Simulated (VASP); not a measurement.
A run of VASP 6.6.1:

Contents of INCAR:

```
SYSTEM = Al
ALGO = Normal
EDIFF = 1E-6
ENCUT = 520
GGA = PS
ISIF = 2
ISMEAR = 0
LASPH = .True.
LCHARG = .True.
LELF = .True.
LREAL = .False.
LVHAR = .True.
LWAVE = .False.
NBANDS = 14
NELM = 80
PREC = Accurate
SIGMA = 0.1
```

File KPOINTS:

```
k-points
0
Gamma
  18 18 6
  0 0 0
```

File POSCAR:

```
Al
1.0
    2.8362704710      0.0000000000      0.0000000000
   -1.4181352355      2.4562822799      0.0000000000
    0.0000000000      0.0000000000      9.3222917571
Al
4
Direct
    0.0000000000      0.0000000000      0.0000000000
    0.3333333333      0.6666666667      0.2500000000
    0.0000000000      0.0000000000      0.5000000000
    0.6666666667      0.3333333333      0.7500000000
```

Potentials or basis: VASP PAW PBE potentials, release 64 (Al).

Run with:

```bash
$ cat potpaw_PBE.64/Al/POTCAR > POTCAR
$ mpirun -np 1 vasp_std > vasp.out
```

Hardware: 1 thread of AMD EPYC 7R13, on a shared host.

Question: Estimate the wall time of this run.

Answer: It took 3.3 min on 1 thread of AMD EPYC 7R13, on a shared host, peak memory 0.21 GiB. Counts: scf iterations 10, k points 148.
